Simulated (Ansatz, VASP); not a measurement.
# One calculation of Hg, two programs

```
Hg
1.0
     0.00000    3.30960    3.30960
     3.30960    0.00000    3.30960
     3.30960    3.30960    0.00000
Hg
2
Direct
  0.87500 0.87500 0.87500
  0.12500 0.12500 0.12500
```

Alike in both runs: functional PBEsol; k mesh 12 × 12 × 12; occupations fermi-dirac, width 0.05 eV; no spin polarisation.

Ansatz relaxed the structure, and its values are those at the end. VASP's run is a single point on that final structure, the one shown.

|  | VASP | Ansatz |
| --- | --- | --- |
| version | VASP 6.6.1 | Ansatz 0.2.0 |
| potentials or method | VASP PAW PBE potentials, release 64 (Hg) | PAW with Ansatz's default frozen-core files, scalar-relativistic |
| plane-wave cutoff (eV) | 520 | 420 |
| valence electrons in the cell | 24 | 40 |

Ansatz gave:

| Quantity | Value |
| --- | --- |
| pressure (GPa) | 0.0 |

Task: Estimate VASP's values.

Result: Pressure (GPa): 0.3.

VASP's potentials were made for PBE, not for PBEsol. The functional is the same, so the differences come from potentials, cutoffs and numerics. VASP's potentials hold 24 valence electrons a cell and Ansatz's 40, so a difference there can come from the potentials and not from the codes.

Spin-orbit coupling is off throughout.
